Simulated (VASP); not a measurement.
Here is a VASP 6.6.1 calculation.

INCAR

```
PREC = Accurate ; ENCUT = 520
EDIFF = 1E-7 ; ISMEAR = 0
SIGMA = 0.05 ; LREAL = F
LASPH = T ; NELM = 100
ALGO = Normal ; ISIF = 2
LWAVE = F ; LCHARG = T
GGA = PE ; LELF = T
LVHAR = T ; NBANDS = 16
```

KPOINTS

```
Automatic mesh
0
Gamma
  12 12 12
```

POSCAR

```
InP
1.0
    0.0000000000      3.2373504496      2.5251333507
    3.2373504496      0.0000000000      2.5251333507
    3.2373504496      3.2373504496      0.0000000000
In P
1 1
Direct
    0.0000000000      0.0000000000      0.0000000000
    0.7500000000      0.7500000000      0.7500000000
```

Potentials or basis: VASP PAW PBE potentials, release 64 (In_d, P).

Command:

```sh
$ cat potpaw_PBE.64/In_d/POTCAR potpaw_PBE.64/P/POTCAR > POTCAR
$ mpirun -np 1 vasp_std > vasp.out
```

Q: Estimate the band gap on the k mesh.

A: 0.18 eV (least direct gap 0.29 eV).

Q: Estimate the pressure.

A: -1.3 GPa.

Stress tensor (GPa, compression positive):
```
-3.46  0.00  0.00
 0.00 -3.46  0.00
 0.00  0.00  2.88
```

Caveat: spin-orbit coupling is left out, which moves the levels of the heavy elements. A k mesh can miss the band edges.
